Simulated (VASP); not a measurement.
Input of a VASP 6.6.1 run:

File POSCAR:

```
SnSe
1.0
    4.2860948229      0.0000000000      0.0000000000
    0.0000000000      4.2860948229      0.0000000000
    0.0000000000      0.0000000000     10.9898489716
Sn Se
2 2
Direct
    0.5000000000      0.0000000000      0.3873178122
    0.0000000000      0.5000000000      0.6286059735
    0.5000000000      0.0000000000      0.6150878825
    0.0000000000      0.5000000000      0.3849121175
```

File INCAR.step1:

```
  ALGO = Normal
  EDIFF = 1E-4
  ENCUT = 520
  GGA = PE
  ISMEAR = 0
  LASPH = True
  LCHARG = False
  LREAL = False
  LWAVE = True
  NBANDS = 28
  NELM = 80
  PREC = Accurate
  SIGMA = 0.05
```

The input INCAR.step2:

```
  ALGO = Normal
  EDIFF = 1E-7
  ENCUT = 520
  ISIF = 2
  ISMEAR = 0
  ISTART = 1
  LASPH = True
  LCHARG = False
  LMIXTAU = True
  LREAL = False
  LWAVE = False
  METAGGA = R2SCAN
  NBANDS = 28
  NELM = 80
  PREC = Accurate
  SIGMA = 0.05
```

File KPOINTS:

```
k-points
0
Gamma
  6 6 4
```

Potentials or basis: VASP PAW PBE potentials, release 64 (Sn_d, Se).

The run is started by

```console
$ cat potpaw_PBE.64/Sn_d/POTCAR potpaw_PBE.64/Se/POTCAR > POTCAR
$ cp INCAR.step1 INCAR
$ mpirun -np 1 vasp_std > vasp.out
$ cp INCAR.step2 INCAR
$ mpirun -np 1 vasp_std > vasp.out
```

**Question.** Predict the band gap on the k mesh.

**Answer.** 1.59 eV.

**Question.** Predict the largest force.

**Answer.** 1.641 eV/Å.

Forces on the atoms (eV/Å):
```
Sn   0.000  0.000 -1.641
Sn   0.000  0.000 -0.059
Se   0.000  0.000  1.506
Se   0.000  0.000  0.194
```

Caveat: the cell differs from its parent crystal (atom 1 (Sn) moved +0.175 Å towards its neighbour atom 3 (Se) at 2.678 Å); the PAW data sets were made with another functional, which shifts forces and pressure a little; spin-orbit coupling is left out, which moves the levels of the heavy elements.
